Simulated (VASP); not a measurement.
Cr:

```
Cr
1.0
     0.00000    1.81674    1.81674
     1.81674    0.00000    1.81674
     1.81674    1.81674    0.00000
Cr
1
Direct
  0.00000 0.00000 0.00000
```

```yaml
Program: VASP 6.6.1
Task: relaxation of cell and atoms
Functional: r2SCAN
Potentials_or_basis: VASP PAW PBE potentials, release 64 (Cr_pv)
Cutoff: 600 eV
k_mesh: 15 × 15 × 15
Occupations: fermi-dirac, width 0.1 eV
Spin: no spin polarisation
```

At the start: pressure -6.5 GPa; volume 11.99 Å³/atom.

Q: How do energy, volume and symmetry change on relaxing?

A: Over 3 steps the energy falls by 6.7 meV/atom and the volume is 11.68 Å³/atom (-2.6 %); space group Fm-3m (No. 225, to 0.05 Å).

Step by step:
```
step  energy change (eV)  largest force (eV/Å)  pressure (GPa)  volume (Å³)
   1              0.0000                0.0000           -6.49        11.99
   2              0.0121                0.0000           12.23        11.17
   3             -0.0067                0.0000           -0.03        11.68
```

Final structure:
```yaml
crystal:
  lattice:
    - [0.00000, 1.80076, 1.80076]
    - [1.80076, 0.00000, 1.80076]
    - [1.80076, 1.80076, 0.00000]
  atoms:
    - { symbol: Cr, position: [0.00000, 0.00000, 0.00000] }
```

Caveat: the PAW data sets were made with another functional, which shifts forces and pressure a little; the run has no spin polarisation, though such a crystal can be magnetic.
